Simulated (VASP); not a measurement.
Runs of VASP 6.6.1 on HfO2. The cells are those of the table. 

```csv
cell,gap on the mesh (eV),pressure (GPa),largest force (eV/Å)
"a = 3.604, b = 3.604, c = 10.536 Å, angles 91.6, 88.4, 90.0°, 12 atoms",4.54,(c),4.24
"a = 3.604, b = 3.604, c = 10.740 Å, angles 98.0, 82.0, 90.0°, 12 atoms",1.37,(b),6.25
"a = 3.604, b = 3.604, c = 10.664 Å, angles 96.5, 83.5, 90.0°, 12 atoms",2.58,(a),12.48
"a = 3.604, b = 3.604, c = 10.605 Å, angles 94.9, 85.1, 90.0°, 12 atoms",3.26,11.2,16.82
"a = 3.604, b = 3.604, c = 10.562 Å, angles 93.3, 86.7, 90.0°, 12 atoms",3.76,6.6,12.04
```

Alike in all rows: task single point; level PBE; potentials or basis VASP PAW PBE potentials, release 64 (Hf_pv, O); no spin polarisation; k mesh 6 × 6 × 2; cutoff (eV) 520; smearing gaussian 0.05 eV.

Fill in the values left out.

(a) 9.2; (b) 4.3; (c) -0.2.

Caveats: spin-orbit coupling is left out, which moves the levels of the heavy elements; forces of over 1 eV/Å act on the atoms, so gaps and moduli don't describe the material at rest; the cell stands under pressure (at least some runs).

A k mesh can miss the band edges, and the runs leave out spin-orbit coupling on Hf.
